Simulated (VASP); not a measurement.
# MgO (Immm) in VASP: further runs, part 2 of 2

VASP 6.6.1. The steps go on from the part before.

### Step 3. Single point, PBEsol (strain -0.0500 x Voigt [0, 0, 0, 0, 0, 1])

File INCAR:

```
SYSTEM = MgO
PREC     = Accurate       ! precision mode
ENCUT    = 520            ! plane-wave cutoff, eV
EDIFF    = 1E-6           ! SCF threshold, eV
ISMEAR   = 0              ! smearing method
SIGMA    = 0.05           ! smearing width, eV
LREAL    = .False.        ! projectors in reciprocal space
LASPH    = .True.         ! aspherical terms in the spheres
NELM     = 100            ! most SCF steps
ALGO     = Normal         ! electronic algorithm
ISIF     = 2              ! what is computed and relaxed
LWAVE    = .False.        ! write WAVECAR
LCHARG   = .True.         ! write CHGCAR
GGA      = PS             ! functional
LELF     = .True.         ! ELF
LVHAR    = .True.       
NBANDS   = 11             ! bands
```

File KPOINTS:

```
Automatic mesh
0
Gamma
  10 10 10
  0 0 0
```

File POSCAR:

```
MgO
1.0
   -0.0533787500      2.1351500000      2.1351500000
    2.1351500000     -0.0533787500      2.1351500000
    2.0817712500      2.0817712500      0.0000000000
Mg O
1 1
Direct
    0.0000000000      0.0000000000      0.0000000000
    0.5000000000      0.5000000000      0.5000000000
```

Potentials or basis: VASP PAW PBE potentials, release 64 (Mg, O).

Launch:

```bash
cat potpaw_PBE.64/Mg/POTCAR potpaw_PBE.64/O/POTCAR > POTCAR
mpirun -np 1 vasp_std > vasp.out
```

OUTCAR:

```text
SYSTEM = MgO
   PREC = Accurate
   ENCUT = 520
   EDIFF = 1E-6
   ISMEAR = 0
   LREAL = .False.
   LASPH = .True.
   NELM = 100
   ISIF = 2
   GGA = PS

 ion  position               nearest neighbor table
   1  0.000  0.000  0.000-   2 2.14   2 2.14   2 2.14   2 2.14   2 2.14   2 2.14
   2  0.500  0.500  0.500-   1 2.14   1 2.14   1 2.14   1 2.14   1 2.14   1 2.14

  LATTYP: Found a body centered orthorhombic cell.
 ALAT       =     2.9440691355
 B/A-ratio  =     1.0512820513
 C/A-ratio  =     1.4504754486

  Lattice vectors:

 A1 = (   0.0533787500,  -2.1351500000,  -2.1351500000)
 A2 = (  -0.0533787500,   2.1351500000,  -2.1351500000)
 A3 = (   2.1351500000,  -0.0533787500,   2.1351500000)

Analysis of symmetry for initial positions (statically):
=====================================================================
 Subroutine PRICEL returns:
 Original cell was already a primitive cell.

 Routine SETGRP: Setting up the symmetry group for a
 body centered orthorhombic supercell.

 Subroutine GETGRP returns: Found  8 space group operations
 (whereof  8 operations were pure point group operations)
 out of a pool of  8 trial point group operations.

The static configuration has the point symmetry D_2h.

Analysis of symmetry for dynamics (positions and initial velocities):
=====================================================================
 Subroutine PRICEL returns:
 Original cell was already a primitive cell.

 Routine SETGRP: Setting up the symmetry group for a
 body centered orthorhombic supercell.

 Subroutine GETGRP returns: Found  8 space group operations
 (whereof  8 operations were pure point group operations)
 out of a pool of  8 trial point group operations.

The dynamic configuration has the point symmetry D_2h.

 Subroutine INISYM returns: Found  8 space group operations
 (whereof  8 operations are pure point group operations),
 and found     1 'primitive' translations

----------------------------------------------------------------------------------------

                                     Primitive cell

  volume of cell :      19.4556

  direct lattice vectors                    reciprocal lattice vectors
    -0.053378750  2.135150000  2.135150000    -0.228463985  0.228463985  0.234175585
     2.135150000 -0.053378750  2.135150000     0.228463985 -0.228463985  0.234175585
     2.081771250  2.081771250  0.000000000     0.240180087  0.240180087 -0.234175585

  length of vectors
     3.020029857  3.020029857  2.944069136     0.399036076  0.399036076  0.412566544

  position of ions in fractional coordinates (direct lattice)
     0.000000000  0.000000000  0.000000000
     0.500000000  0.500000000  0.500000000

  ion indices of the primitive-cell ions
   primitive index   ion index
                 1           1
                 2           2

----------------------------------------------------------------------------------------

 KPOINTS: Automatic mesh

Automatic generation of k-mesh.
 Grid dimensions read from file:
 generate k-points for:   10   10   10

 Generating k-lattice:

  Cartesian coordinates                     Fractional coordinates (reciprocal lattice)
    -0.022846399  0.022846399  0.023417558     0.100000000  0.000000000  0.000000000
     0.022846399 -0.022846399  0.023417558     0.000000000  0.100000000  0.000000000
     0.024018009  0.024018009 -0.023417558     0.000000000  0.000000000  0.100000000

  Length of vectors
     0.039903608  0.039903608  0.041256654

  Shift w.r.t. Gamma in fractional coordinates (k-lattice)
     0.000000000  0.000000000  0.000000000

 Subroutine IBZKPT returns following result:
 ===========================================

 Found    171 irreducible k-points:

 Following reciprocal coordinates:
            Coordinates               Weight
  0.000000  0.000000  0.000000      1.000000
  0.100000  0.000000  0.000000      4.000000
  0.200000  0.000000  0.000000      4.000000
  0.300000  0.000000  0.000000      4.000000
  0.400000  0.000000  0.000000      4.000000
  0.500000  0.000000  0.000000      2.000000
[... 16 lines left out ...]
  0.300000  0.300000  0.000000      2.000000
  0.400000  0.300000  0.000000      4.000000
 [... further k-points ...]
   k-points           NKPTS =    171   k-points in BZ     NKDIM =    171   number of bands    NBANDS=     11
   number of dos      NEDOS =    301   number of ions     NIONS =      2
   total plane-waves  NPLWV =  13824
   dimension x,y,z NGX =    24 NGY =   24 NGZ =   24
   dimension x,y,z NGXF=    48 NGYF=   48 NGZF=   48
   ions per type =               1   1
   NGX,Y,Z   is equivalent  to a cutoff of  13.21, 13.21, 13.55 a.u.
   NGXF,Y,Z  is equivalent  to a cutoff of  26.42, 26.42, 27.10 a.u.
 SYSTEM =  MgO
   PREC   = accura    normal or accurate (medium, high low for compatibility)
   ISTART =      0    job   : 0-new  1-cont  2-samecut
   ICHARG =      2    charge: 1-file 2-atom 10-const
   ISPIN  =      1    spin polarized calculation?
   LNONCOLLINEAR =      F non collinear calculations
   LSORBIT =      F    spin-orbit coupling
   LASPH  =      T    aspherical Exc in radial PAW
   ENCUT  =  520.0 eV  38.22 Ry    6.18 a.u.   5.62  5.62  5.47*2*pi/ulx,y,z
   NELM   =    100;   NELMIN=  2; NELMDL= -5     # of ELM steps
   EDIFF  = 0.1E-05   stopping-criterion for ELM
   LREAL  =      F    real-space projection
   EDIFFG = 0.1E-04   stopping-criterion for IOM
   NSW    =      0    number of steps for IOM
   IBRION =     -1    ionic relax: 0-MD 1-quasi-New 2-CG
   NFREE  =      0    steps in history (QN), initial steepest desc. (CG)
   ISIF   =      2    stress and relaxation
   ISYM   =      2    0-nonsym 1-usesym 2-fastsym
   POTIM  = 0.5000    time-step for ionic-motion
   TEBEG  =    0.0;   TEEND  =   0.0 temperature during run
   PSTRESS=    0.0 pullay stress
   NELECT =       8.0000    total number of electrons
   NUPDOWN=      -1.0000    fix difference up-down
   EMIN   =  10.00;   EMAX   =-10.00  energy-range for DOS
   EFERMI =   0.00;   METHOD = LEGACY
   ISMEAR =     0;   SIGMA  =   0.05  broadening in eV -4-tet -1-fermi 0-gaus
   EFERMI_NEDOS =   21; number of points for ismear=-14 and -15
   IALGO  =     38    algorithm
   IMIX   =      4    mixing-type and parameters
     AMIX     =   0.40;   BMIX     =  1.00
     AMIX_MAG =   1.60;   BMIX_MAG =  1.00
  volume/ion in A,a.u.               =       9.73        65.65
  Fermi-wavevector in a.u.,A,eV,Ry     =   1.217373  2.300501 20.163788  1.481997
  Thomas-Fermi vector in A             =   2.352695
   LORBIT       =      0    0 simple, 1 ext, 2 COOP (PROOUT), +10 PAW based schemes
   GGA     = PS    functional components
   LHFCALC =     F    Hartree Fock is set to
   AEXX    =    0.0000 exact exchange contribution
   IVDW    =     0    specifies the selected vdW correction
   LEPSILON=     F    determine dielectric tensor
   LRPA    =     F    only Hartree local field effects (RPA)
 non-spin polarized calculation
 Gauss-broadening in eV      SIGMA  =   0.05
  energy-cutoff  :      520.00
  volume of cell :       19.46
 maximum number of plane-waves:       543
   NGX = 11   NGY = 11   NGZ = 11

 number of electron       8.0000001 magnetization

 Free energy of the ion-electron system (eV)
  ---------------------------------------------------
  ext. energy  EPLUGINS =         0.00000000
  ---------------------------------------------------
  free energy    TOTEN  =       -12.47612968 eV

  energy without entropy =      -12.47612968  energy(sigma->0) =      -12.47612968

 E-fermi :   3.2177     XC(G=0): -11.1168

 val. band max:        2.9666231134   @ k =   0.0000   0.0000   0.0000
 cond. band min:       6.9992810807   @ k =   0.0000   0.0000   0.0000
 fundamental gap:      4.0326579673
 Fermi energy:         3.2176560546

 k-point     1 :       0.0000    0.0000    0.0000
  band No.  band energies     occupation
      1     -14.2244      2.00000
      2       2.6001      2.00000
      3       2.7683      2.00000
      4       2.9666      2.00000
      5       6.9993      0.00000
      6      17.4836      0.00000
      7      18.2128      0.00000
      8      18.9114      0.00000
      9      21.8631      0.00000
     10      23.7592      0.00000
     11      23.8014      0.00000
[... 309 lines left out ...]
 k-point    24 :       0.4000    0.3000    0.0000
  band No.  band energies     occupation
      1     -13.0569      2.00000
      2      -0.7476      2.00000
      3       1.2883      2.00000
      4       2.0044      2.00000
      5      11.8178      0.00000
      6      12.6294      0.00000
      7      15.8740      0.00000
      8      19.9984      0.00000
      9      20.8354      0.00000
     10      27.1694      0.00000
     11      28.7996      0.00000

 [... further k-points ...]
[... 5 lines left out ...]
  --------------------------------------------------------------------------------------
  -------------------------------------------------------------------------------------
  Total       -0.7360544     -0.7360544     -0.7967008      0.8467503      0.0000000      0.0000000
  in kB      -60.6145426    -60.6145426    -65.6088132     69.7304203      0.0000000      0.0000000
  external PRESSURE =     -62.2792994 kB  Pullay stress =       0.0000000 kB

 VOLUME and BASIS-vectors are now :
 -----------------------------------------------------------------------------
  energy-cutoff  :      520.00
  volume of cell :       19.46
      direct lattice vectors                 reciprocal lattice vectors
    -0.053378750  2.135150000  2.135150000    -0.228463985  0.228463985  0.234175585
     2.135150000 -0.053378750  2.135150000     0.228463985 -0.228463985  0.234175585
     2.081771250  2.081771250  0.000000000     0.240180087  0.240180087 -0.234175585

 POSITION                                       TOTAL-FORCE (eV/Angst)
 -----------------------------------------------------------------------------------
      0.00000      0.00000      0.00000         0.000000      0.000000      0.000000
      2.08177      2.08177      2.13515        -0.000000     -0.000000     -0.000000
 -----------------------------------------------------------------------------------
    total drift:                               -0.000000     -0.000000      0.000000

  FREE ENERGIE OF THE ION-ELECTRON SYSTEM (eV)
  ---------------------------------------------------
  free  energy   TOTEN  =       -12.4761296817 eV

  energy  without entropy=      -12.4761296817  energy(sigma->0) =      -12.47612968
```

It took 35 s on 1 thread of AMD EPYC 7R43 (Zen 3), shared host; peak memory 0.13 GiB.

What came out:

| Item | Value |
| --- | --- |
| Free energy | -12.4761 eV |
| Pressure | -6.2 GPa |
| Band gap on the k mesh | 4.03 eV, direct |

Caveat: the cell differs from its parent crystal (strain -0.0500 x Voigt [0, 0, 0, 0, 0, 1]); the PAW data sets were made with another functional, which shifts forces and pressure a little.

### Step 4. Single point, PBEsol (strain +0.0250 x Voigt [0, 0, 0, 0, 0, 1])

File INCAR:

```
ALGO = Normal
EDIFF = 1E-6
ENCUT = 520
GGA = PS
ISIF = 2
ISMEAR = 0
LASPH = True
LCHARG = True
LELF = True
LREAL = False
LVHAR = True
LWAVE = False
NBANDS = 11
NELM = 80
PREC = Accurate
SIGMA = 0.05
```

File KPOINTS:

```
k-points
0
Gamma
  10 10 10
```

File POSCAR:

```
MgO
1.0
    0.0266893750      2.1351500000      2.1351500000
    2.1351500000      0.0266893750      2.1351500000
    2.1618393750      2.1618393750      0.0000000000
Mg O
1 1
Direct
    0.0000000000      0.0000000000      0.0000000000
    0.5000000000      0.5000000000      0.5000000000
```

Launch:

```bash
cat potpaw_PBE.64/Mg/POTCAR potpaw_PBE.64/O/POTCAR > POTCAR
mpirun -np 1 vasp_std > vasp.out
```

Wall time 33 s (1 thread of AMD EPYC 7R43 (Zen 3), shared host); peak memory 0.13 GiB.

It converged, with:

```
Free energy            : -12.4917 eV
Pressure               : -6.3 GPa
Band gap on the k mesh : 4.15 eV, direct
```

Stress tensor (GPa, compression positive):
```
-6.27 -3.48  0.00
-3.48 -6.27  0.00
 0.00  0.00 -6.39
```

Levels at points of the mesh, in eV from the valence-band top:
| k point | band 1 | band 2 | band 3 | band 4 | band 5 | band 6 | band 7 | band 8 |
| --- | --- | --- | --- | --- | --- | --- | --- | --- |
| (0.00, 0.00, 0.00) | -17.09 | -0.18 | -0.10 | 0.00 | 4.15 | 14.96 | 15.32 | 15.67 |
| (0.50, 0.00, 0.00) | -15.85 | -4.55 | -0.81 | -0.72 | 7.31 | 12.08 | 15.38 | 15.62 |
| (0.50, 0.50, 0.00) | -15.63 | -4.07 | -1.55 | -1.25 | 8.66 | 9.48 | 12.45 | 17.89 |
| (0.00, 0.00, 0.50) | -15.91 | -4.64 | -0.71 | -0.61 | 7.47 | 11.81 | 15.73 | 15.97 |
| (0.50, 0.00, 0.50) | -15.63 | -4.07 | -1.40 | -1.40 | 8.78 | 9.35 | 12.44 | 18.13 |

Caveat: the cell differs from its parent crystal (strain +0.0250 x Voigt [0, 0, 0, 0, 0, 1]); the PAW data sets were made with another functional, which shifts forces and pressure a little.

### Step 5. Single point, PBEsol (strain +0.0625 x Voigt [0, 0, 0, 0, 0, 1])

File INCAR:

```
  PREC = Accurate
  ENCUT = 520
  EDIFF = 1E-6
  ISMEAR = 0
  SIGMA = 0.05
  LREAL = F
  LASPH = T
  NELM = 100
  ALGO = Normal
  ISIF = 2
  LWAVE = F
  LCHARG = F
  GGA = PS
  NBANDS = 11
```

File KPOINTS:

```
Automatic mesh
0
Gamma
  10 10 10
```

File POSCAR:

```
MgO
1.0
    0.0667234375      2.1351500000      2.1351500000
    2.1351500000      0.0667234375      2.1351500000
    2.2018734375      2.2018734375      0.0000000000
Mg O
1 1
Direct
    0.0000000000      0.0000000000      0.0000000000
    0.5000000000      0.5000000000      0.5000000000
```

Launch:

```bash
cat potpaw_PBE.64/Mg/POTCAR potpaw_PBE.64/O/POTCAR > POTCAR
mpirun -np 1 vasp_std > vasp.out
```

It took 32 s on 1 thread of AMD EPYC 7R43 (Zen 3), shared host; peak memory 0.13 GiB.

The run converged. Its results:

| Quantity | Value |
| --- | --- |
| Free energy | -12.4644 eV |
| Pressure | -6.2 GPa |
| Band gap on the k mesh | 3.97 eV, direct |

Stress tensor (GPa, compression positive):
```
-5.90 -8.73  0.00
-8.73 -5.90  0.00
 0.00  0.00 -6.68
```

Levels at points of the mesh, in eV from the valence-band top:
| k point | band 2 | band 3 | band 4 | band 5 | band 6 | band 7 |
| --- | --- | --- | --- | --- | --- | --- |
| (0.00, 0.00, 0.00) | -0.46 | -0.25 | 0.00 | 3.97 | 14.30 | 15.21 |
| (0.50, 0.00, 0.00) | -4.63 | -1.09 | -0.87 | 7.04 | 12.12 | 14.83 |
| (0.50, 0.50, 0.00) | -4.23 | -1.91 | -1.17 | 8.14 | 9.73 | 12.30 |
| (0.00, 0.00, 0.50) | -4.86 | -0.85 | -0.59 | 7.43 | 11.45 | 15.70 |
| (0.50, 0.00, 0.50) | -4.22 | -1.55 | -1.54 | 8.63 | 9.20 | 12.23 |

Caveat: the cell differs from its parent crystal (strain +0.0625 x Voigt [0, 0, 0, 0, 0, 1]); the PAW data sets were made with another functional, which shifts forces and pressure a little.

### Step 6. Overview

```csv
cell,gap on the mesh (eV),pressure (GPa)
"a = 3.021, b = 3.021, c = 3.133 Å, angles 58.8, 58.8, 57.5°, 2 atoms",3.90,-6.1
"a = 3.020, b = 3.020, c = 2.944 Å, angles 60.8, 60.8, 61.7°, 2 atoms",4.03,-6.2
"a = 3.020, b = 3.020, c = 3.057 Å, angles 59.6, 59.6, 59.2°, 2 atoms",4.15,-6.3
"a = 3.020, b = 3.020, c = 3.114 Å, angles 59.0, 59.0, 57.9°, 2 atoms",3.97,-6.2
```

Alike in all rows: task single point; level PBEsol; potentials or basis VASP PAW PBE potentials, release 64 (Mg, O); no spin polarisation; k mesh 10 × 10 × 10; cutoff (eV) 520; smearing gaussian 0.05 eV.

Caveats: the PAW data sets were made with another functional, which shifts forces and pressure a little.

Absolute energies hang on the potentials; compare differences alone.
